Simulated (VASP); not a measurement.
# MgB2 (P6/mmm) in VASP: further runs

Runs on MgB2. Level: PBE. Tasks: single point.

Everything below comes from runs of VASP 6.6.1. Logs are shortened: lines on timing, memory, paths and dates and some standing lists are left out, and cuts for length are marked.

**1. The cell of the first run**

It takes space group P6/mmm (No. 191, hexagonal). Conventional cell: a = 3.085 Å, b = 3.085 Å, c = 3.523 Å, α = 90.00°, β = 90.00°, γ = 120.00°. Mg (site symmetry 6/mmm) has 12 B at 2.51 Å and 6 Mg at 3.08 to 3.09 Å within 3.3 Å. B (site symmetry -6m2) has 3 B at 1.78 Å within 2.4 Å.

**2. Single point, PBE**

File INCAR:

```
SYSTEM = MgB2
  PREC = Accurate
  ENCUT = 520
  EDIFF = 1E-6
  ISMEAR = 0
  SIGMA = 0.028999999999999998
  LREAL = .False.
  LASPH = .True.
  NELM = 100
  ALGO = Normal
  ISIF = 2
  LWAVE = .False.
  LCHARG = .True.
  GGA = PE
  LELF = .True.
  LVHAR = .True.
  NBANDS = 11
```

File KPOINTS:

```
Automatic mesh
0
Gamma
  10 10 8
  0 0 0
```

File POSCAR:

```
MgB2
1.0
    3.0850000000      0.0000000000      0.0000000000
   -1.5425000000      2.6716883707      0.0000000000
    0.0000000000      0.0000000000      3.5230000000
Mg B
1 2
Direct
    0.0000000000      0.0000000000      0.0000000000
    0.6666666667      0.3333333333      0.5000000000
    0.3333333333      0.6666666667      0.5000000000
```

Potentials or basis: VASP PAW PBE potentials, release 64 (Mg, B).

On the command line:

```bash
cat potpaw_PBE.64/Mg/POTCAR potpaw_PBE.64/B/POTCAR > POTCAR
mpirun -np 1 vasp_std > vasp.out
```

OUTCAR:

```text
SYSTEM = MgB2
   PREC = Accurate
   ENCUT = 520
   EDIFF = 1E-6
   ISMEAR = 0
   LREAL = .False.
   LASPH = .True.
   NELM = 100
   ISIF = 2
   GGA = PE

 ion  position               nearest neighbor table
   1  0.000  0.000  0.000-   2 2.51   3 2.51   2 2.51   3 2.51   2 2.51   2 2.51   3 2.51   3 2.51
                             2 2.51   2 2.51   3 2.51   3 2.51
   2  0.667  0.333  0.500-   3 1.78   3 1.78   3 1.78   1 2.51   1 2.51   1 2.51   1 2.51   1 2.51
                             1 2.51
   3  0.333  0.667  0.500-   2 1.78   2 1.78   2 1.78   1 2.51   1 2.51   1 2.51   1 2.51   1 2.51
                             1 2.51

  LATTYP: Found a hexagonal cell.
 ALAT       =     3.0850000000
 C/A-ratio  =     1.1419773096

  Lattice vectors:

 A1 = (   3.0850000000,   0.0000000000,   0.0000000000)
 A2 = (  -1.5425000000,   2.6716883707,   0.0000000000)
 A3 = (   0.0000000000,   0.0000000000,   3.5230000000)

Analysis of symmetry for initial positions (statically):
=====================================================================
 Subroutine PRICEL returns:
 Original cell was already a primitive cell.

 Routine SETGRP: Setting up the symmetry group for a
 hexagonal supercell.

 Subroutine GETGRP returns: Found 24 space group operations
 (whereof 24 operations were pure point group operations)
 out of a pool of 24 trial point group operations.

The static configuration has the point symmetry D_6h.

Analysis of symmetry for dynamics (positions and initial velocities):
=====================================================================
 Subroutine PRICEL returns:
 Original cell was already a primitive cell.

 Routine SETGRP: Setting up the symmetry group for a
 hexagonal supercell.

 Subroutine GETGRP returns: Found 24 space group operations
 (whereof 24 operations were pure point group operations)
 out of a pool of 24 trial point group operations.

The dynamic configuration has the point symmetry D_6h.

 Subroutine INISYM returns: Found 24 space group operations
 (whereof 24 operations are pure point group operations),
 and found     1 'primitive' translations

----------------------------------------------------------------------------------------

                                     Primitive cell

  volume of cell :      29.0371

  direct lattice vectors                    reciprocal lattice vectors
     3.085000000  0.000000000  0.000000000     0.324149109  0.187147575  0.000000000
    -1.542500000  2.671688371  0.000000000     0.000000000  0.374295150  0.000000000
     0.000000000  0.000000000  3.523000000     0.000000000  0.000000000  0.283848992

  length of vectors
     3.085000000  3.085000000  3.523000000     0.374295150  0.374295150  0.283848992

  position of ions in fractional coordinates (direct lattice)
     0.000000000  0.000000000  0.000000000
     0.666666667  0.333333333  0.500000000
     0.333333333  0.666666667  0.500000000

  ion indices of the primitive-cell ions
   primitive index   ion index
                 1           1
                 2           2
                 3           3

----------------------------------------------------------------------------------------

 KPOINTS: Automatic mesh

Automatic generation of k-mesh.
 Grid dimensions read from file:
 generate k-points for:   10   10    8

 Generating k-lattice:

  Cartesian coordinates                     Fractional coordinates (reciprocal lattice)
     0.032414911  0.018714758  0.000000000     0.100000000  0.000000000  0.000000000
     0.000000000  0.037429515  0.000000000     0.000000000  0.100000000  0.000000000
     0.000000000  0.000000000  0.035481124     0.000000000  0.000000000  0.125000000

  Length of vectors
     0.037429515  0.037429515  0.035481124

  Shift w.r.t. Gamma in fractional coordinates (k-lattice)
     0.000000000  0.000000000  0.000000000

 Subroutine IBZKPT returns following result:
 ===========================================

 Found     70 irreducible k-points:

 Following reciprocal coordinates:
            Coordinates               Weight
  0.000000  0.000000  0.000000      1.000000
  0.100000  0.000000  0.000000      6.000000
  0.200000  0.000000  0.000000      6.000000
  0.300000  0.000000  0.000000      6.000000
  0.400000  0.000000  0.000000      6.000000
  0.500000  0.000000  0.000000      3.000000
[... 16 lines left out ...]
  0.300000  0.100000  0.125000     24.000000
  0.400000  0.100000  0.125000     24.000000
 [... further k-points ...]
   k-points           NKPTS =     70   k-points in BZ     NKDIM =     70   number of bands    NBANDS=     11
   number of dos      NEDOS =    301   number of ions     NIONS =      3
   total plane-waves  NPLWV =  16128
   dimension x,y,z NGX =    24 NGY =   24 NGZ =   28
   dimension x,y,z NGXF=    48 NGYF=   48 NGZF=   56
   ions per type =               1   2
   NGX,Y,Z   is equivalent  to a cutoff of  12.93, 12.93, 13.21 a.u.
   NGXF,Y,Z  is equivalent  to a cutoff of  25.87, 25.87, 26.43 a.u.
 SYSTEM =  MgB2
   PREC   = accura    normal or accurate (medium, high low for compatibility)
   ISTART =      0    job   : 0-new  1-cont  2-samecut
   ICHARG =      2    charge: 1-file 2-atom 10-const
   ISPIN  =      1    spin polarized calculation?
   LNONCOLLINEAR =      F non collinear calculations
   LSORBIT =      F    spin-orbit coupling
   LASPH  =      T    aspherical Exc in radial PAW
   ENCUT  =  520.0 eV  38.22 Ry    6.18 a.u.   5.74  5.74  6.55*2*pi/ulx,y,z
   NELM   =    100;   NELMIN=  2; NELMDL= -5     # of ELM steps
   EDIFF  = 0.1E-05   stopping-criterion for ELM
   LREAL  =      F    real-space projection
   EDIFFG = 0.1E-04   stopping-criterion for IOM
   NSW    =      0    number of steps for IOM
   IBRION =     -1    ionic relax: 0-MD 1-quasi-New 2-CG
   NFREE  =      0    steps in history (QN), initial steepest desc. (CG)
   ISIF   =      2    stress and relaxation
   ISYM   =      2    0-nonsym 1-usesym 2-fastsym
   POTIM  = 0.5000    time-step for ionic-motion
   TEBEG  =    0.0;   TEEND  =   0.0 temperature during run
   PSTRESS=    0.0 pullay stress
   NELECT =       8.0000    total number of electrons
   NUPDOWN=      -1.0000    fix difference up-down
   EMIN   =  10.00;   EMAX   =-10.00  energy-range for DOS
   EFERMI =   0.00;   METHOD = LEGACY
   ISMEAR =     0;   SIGMA  =   0.03  broadening in eV -4-tet -1-fermi 0-gaus
   EFERMI_NEDOS =   21; number of points for ismear=-14 and -15
   IALGO  =     38    algorithm
   IMIX   =      4    mixing-type and parameters
     AMIX     =   0.40;   BMIX     =  1.00
     AMIX_MAG =   1.60;   BMIX_MAG =  1.00
  volume/ion in A,a.u.               =       9.68        65.32
  Fermi-wavevector in a.u.,A,eV,Ry     =   1.065255  2.013040 15.439462  1.134768
  Thomas-Fermi vector in A             =   2.200801
   LORBIT       =      0    0 simple, 1 ext, 2 COOP (PROOUT), +10 PAW based schemes
   GGA     = PE    functional components
   LHFCALC =     F    Hartree Fock is set to
   AEXX    =    0.0000 exact exchange contribution
   IVDW    =     0    specifies the selected vdW correction
   LEPSILON=     F    determine dielectric tensor
   LRPA    =     F    only Hartree local field effects (RPA)
 non-spin polarized calculation
 Gauss-broadening in eV      SIGMA  =   0.03
  energy-cutoff  :      520.00
  volume of cell :       29.04
 maximum number of plane-waves:       806
 NGX is ok and might be reduce to    24
   NGX = 11   NGY = 11   NGZ = 13

 number of electron       8.0000000 magnetization

 Free energy of the ion-electron system (eV)
  ---------------------------------------------------
  ext. energy  EPLUGINS =         0.00000000
  ---------------------------------------------------
  free energy    TOTEN  =       -15.32058635 eV

  energy without entropy =      -15.32019164  energy(sigma->0) =      -15.32038900

 E-fermi :   5.3018     XC(G=0): -10.9100

 val. band max:        5.2928839686   @ k =   0.1000   0.0000   0.1250
 cond. band min:       5.3211137616   @ k =   0.3000   0.2000   0.0000
 fundamental gap:      0.0282297929
 Fermi energy:         5.3017959423

 k-point     1 :       0.0000    0.0000    0.0000
  band No.  band energies     occupation
      1      -7.1436      2.00000
      2       2.3326      2.00000
      3       5.6374      0.00000
      4       5.6374      0.00000
      5       6.9129      0.00000
      6      11.5731      0.00000
      7      11.5731      0.00000
      8      13.3399      0.00000
      9      15.1999      0.00000
     10      17.9228      0.00000
     11      21.3961      0.00000

 k-point     2 :       0.1000    0.0000    0.0000
  band No.  band energies     occupation
      1      -6.9701      2.00000
      2       2.5019      2.00000
      3       4.7821      2.00000
      4       5.2438      1.99535
      5       7.0697      0.00000
      6      11.4270      0.00000
      7      12.3168      0.00000
      8      13.7327      0.00000
      9      14.5918      0.00000
     10      18.7732      0.00000
     11      20.6080      0.00000

 k-point     3 :       0.2000    0.0000    0.0000
  band No.  band energies     occupation
      1      -6.4525      2.00000
      2       2.9247      2.00000
      3       3.0040      2.00000
      4       4.4589      2.00000
      5       7.5441      0.00000
      6      10.8854      0.00000
      7      13.0410      0.00000
      8      14.1270      0.00000
      9      14.4712      0.00000
     10      19.5366      0.00000
     11      19.8365      0.00000
[... 267 lines left out ...]
 k-point    23 :       0.3000    0.1000    0.1250
  band No.  band energies     occupation
      1      -4.8102      2.00000
      2       0.0224      2.00000
      3       2.7856      2.00000
      4       3.5537      2.00000
      5       8.9720      0.00000
      6      10.1415      0.00000
      7      11.2906      0.00000
      8      14.3626      0.00000
      9      15.8186      0.00000
     10      17.2247      0.00000
     11      19.4866      0.00000

 k-point    24 :       0.4000    0.1000    0.1250
  band No.  band energies     occupation
      1      -3.5334      2.00000
      2      -1.7718      2.00000
      3       2.4545      2.00000
      4       4.5986      2.00000
      5       7.4749      0.00000
      6      10.4687      0.00000
      7      11.5892      0.00000
      8      13.5018      0.00000
      9      15.4141      0.00000
     10      18.6601      0.00000
     11      19.6028      0.00000

 [... further k-points ...]

------------------------ aborting loop because EDIFF is reached ----------------------------------------

  FORCE on cell =-STRESS in cart. coord.  units (eV):
  Direction    XX          YY          ZZ          XY          YZ          ZX
  --------------------------------------------------------------------------------------
  -------------------------------------------------------------------------------------
  Total       -0.1598561     -0.1598561     -0.2939081      0.0000000     -0.0000000      0.0000000
  in kB       -8.8203558     -8.8203558    -16.2169276      0.0000000     -0.0000000      0.0000000
  external PRESSURE =     -11.2858797 kB  Pullay stress =       0.0000000 kB

 VOLUME and BASIS-vectors are now :
 -----------------------------------------------------------------------------
  energy-cutoff  :      520.00
  volume of cell :       29.04
      direct lattice vectors                 reciprocal lattice vectors
     3.085000000  0.000000000  0.000000000     0.324149109  0.187147575  0.000000000
    -1.542500000  2.671688371  0.000000000     0.000000000  0.374295150  0.000000000
     0.000000000  0.000000000  3.523000000     0.000000000  0.000000000  0.283848992

 POSITION                                       TOTAL-FORCE (eV/Angst)
 -----------------------------------------------------------------------------------
      0.00000      0.00000      0.00000         0.000000      0.000000      0.000000
      1.54250      0.89056      1.76150         0.000000      0.000000      0.000000
     -0.00000      1.78113      1.76150        -0.000000      0.000000      0.000000
 -----------------------------------------------------------------------------------
    total drift:                                0.000000     -0.000000      0.000000

  FREE ENERGIE OF THE ION-ELECTRON SYSTEM (eV)
  ---------------------------------------------------
  free  energy   TOTEN  =       -15.3205863470 eV

  energy  without entropy=      -15.3201916438  energy(sigma->0) =      -15.32038900
```

It took 16 s on 1 thread of AMD EPYC 7R13 (Zen 3), shared host; peak memory 0.13 GiB.

Results:

```yaml
Free_energy: -15.3206 eV
Pressure: -1.1 GPa
Band_gap_on_the_k_mesh: zero (bands 4 and 5 overlap by 2.45 eV)
```

Stress tensor (GPa, compression positive):
```
-0.88  0.00  0.00
 0.00 -0.88  0.00
 0.00  0.00 -1.62
```

Levels at points of the mesh, in eV from the Fermi level:
| k point | band 1 | band 2 | band 3 | band 4 | band 5 | band 6 | band 7 | band 8 | band 9 |
| --- | --- | --- | --- | --- | --- | --- | --- | --- | --- |
| (0.00, 0.00, 0.00) | -12.45 | -2.97 | 0.34 | 0.34 | 1.61 | 6.27 | 6.27 | 8.04 | 9.90 |
| (0.50, 0.00, 0.00) | -8.57 | -7.85 | -2.20 | 0.18 | 3.04 | 3.84 | 5.28 | 7.05 | 12.53 |
| (0.00, 0.00, 0.50) | -11.17 | -7.46 | 0.71 | 0.71 | 6.61 | 6.61 | 7.91 | 9.80 | 9.93 |
| (0.50, 0.00, 0.50) | -7.59 | -6.94 | -3.60 | -1.90 | -1.33 | 5.66 | 8.72 | 8.85 | 12.99 |

**3. Single point, PBE**

File INCAR:

```
PREC = Accurate
ENCUT = 520
EDIFF = 1E-6
ISMEAR = 0
SIGMA = 0.03
LREAL = F
LASPH = T
NELM = 80
ALGO = Normal
ISIF = 2
LWAVE = F
LCHARG = F
GGA = PE
NBANDS = 11
```

File KPOINTS:

```
regular mesh
0
Gamma
  10 10 8
```

POSCAR is that of step 2.

Potentials or basis: VASP PAW PBE potentials, release 64 (Mg, B).

On the command line:

```bash
cat potpaw_PBE.64/Mg/POTCAR potpaw_PBE.64/B/POTCAR > POTCAR
mpirun -np 1 vasp_std > vasp.out
```

Wall time 16 s (1 thread of AMD EPYC 7R13 (Zen 3), shared host); peak memory 0.12 GiB.

Results (log left out):

```
Free energy            : -15.3206 eV
Pressure               : -1.1 GPa
Band gap on the k mesh : zero (bands 4 and 5 overlap by 2.45 eV)
```

Stress tensor (GPa, compression positive):
```
-0.89  0.00  0.00
 0.00 -0.89  0.00
 0.00  0.00 -1.61
```

Levels at points of the mesh, in eV from the Fermi level:
| k point | band 1 | band 2 | band 3 | band 4 | band 5 | band 6 | band 7 | band 8 |
| --- | --- | --- | --- | --- | --- | --- | --- | --- |
| (0.00, 0.00, 0.00) | -12.45 | -2.97 | 0.34 | 0.34 | 1.61 | 6.27 | 6.27 | 8.04 |
| (0.50, 0.00, 0.00) | -8.57 | -7.85 | -2.20 | 0.18 | 3.04 | 3.84 | 5.28 | 7.05 |
| (0.00, 0.00, 0.50) | -11.17 | -7.46 | 0.71 | 0.71 | 6.60 | 6.60 | 7.91 | 9.80 |
| (0.50, 0.00, 0.50) | -7.59 | -6.94 | -3.60 | -1.90 | -1.33 | 5.66 | 8.72 | 8.85 |
